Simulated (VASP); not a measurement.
Set up this calculation in VASP 6.6.1, as the native input.

- Task: relaxation of cell and atoms
- Functional: r2SCAN
- Potentials or basis: VASP PAW PBE potentials, release 64 (Ta_pv, Sn_d)
- Cutoff: 600 eV
- k mesh: 6 × 6 × 4
- Occupations: gaussian, width 0.1 eV
- Spin: no spin polarisation
- Dipole correction: no
- Further INCAR settings: ALGO = Normal; EDIFF = 1e-07; IBRION = 2; EDIFFG = -0.04; NSW = 90; ISIF = 3

The system is TaSn.

```
CELL_PARAMETERS angstrom
4.06655 0.00000 0.00000
-2.03327 3.52173 0.00000
0.00000 0.00000 6.51243
ATOMIC_POSITIONS crystal
Ta 0.33333 0.66667 0.00000
Ta 0.66667 0.33333 0.50000
Sn 0.33333 0.66667 0.38210
Sn 0.66667 0.33333 0.88210
```

One way to write it, as run:

POSCAR

```
TaSn
1.0
    4.0665463138      0.0000000000      0.0000000000
   -2.0332731569      3.5217324134      0.0000000000
    0.0000000000      0.0000000000      6.5124336857
Ta Sn
2 2
Direct
    0.3333333333      0.6666666667      0.0000000000
    0.6666666667      0.3333333333      0.5000000000
    0.3333333333      0.6666666667      0.3821000000
    0.6666666667      0.3333333333      0.8821000000
```

INCAR.step1

```
ALGO = Normal
EDIFF = 1E-4
ENCUT = 600
GGA = PE
ISMEAR = 0
LASPH = True
LCHARG = False
LREAL = False
LWAVE = True
NELM = 100
PREC = Accurate
SIGMA = 0.1
```

INCAR.step2

```
ALGO = Normal
EDIFF = 1E-7
EDIFFG = -0.04
ENCUT = 600
IBRION = 2
ISIF = 3
ISMEAR = 0
ISTART = 1
LASPH = True
LCHARG = False
LMIXTAU = True
LREAL = False
LWAVE = False
METAGGA = R2SCAN
NELM = 100
NSW = 90
PREC = Accurate
SIGMA = 0.1
```

KPOINTS

```
k-points
0
Gamma
  6 6 4
```

Potentials or basis: VASP PAW PBE potentials, release 64 (Ta_pv, Sn_d).

Run with:

```sh
$ cat potpaw_PBE.64/Ta_pv/POTCAR potpaw_PBE.64/Sn_d/POTCAR > POTCAR
$ cp INCAR.step1 INCAR
$ mpirun -np 1 vasp_std > vasp.out
$ cp INCAR.step2 INCAR
$ mpirun -np 1 vasp_std > vasp.out
```

It gave:

```
Relaxed volume                        : 27.22 Å³/atom
Relaxed cell                          : a = 4.789 Å, b = 4.789 Å, c = 5.482 Å, α = 90.00°, β = 90.00°, γ = 120.00°
Space group after relaxing (to 0.1 Å) : P6_3/mmc (No. 194)
Pressure after relaxing               : 0.1 GPa
Largest force after relaxing          : 0.013 eV/Å
Band gap on the k mesh                : zero (bands 25 and 26 overlap by 1.27 eV)
```

Caveat: the volume moved by over 15 % at a fixed basis, so the end points are rough; the PAW data sets were made with another functional, which shifts forces and pressure a little; spin-orbit coupling is left out, which moves the levels of the heavy elements.

Run time: 39 min on 1 thread of Intel(R) Xeon(R) 6975P-C (Granite Rapids) (shared host), peak memory 0.29 GiB.
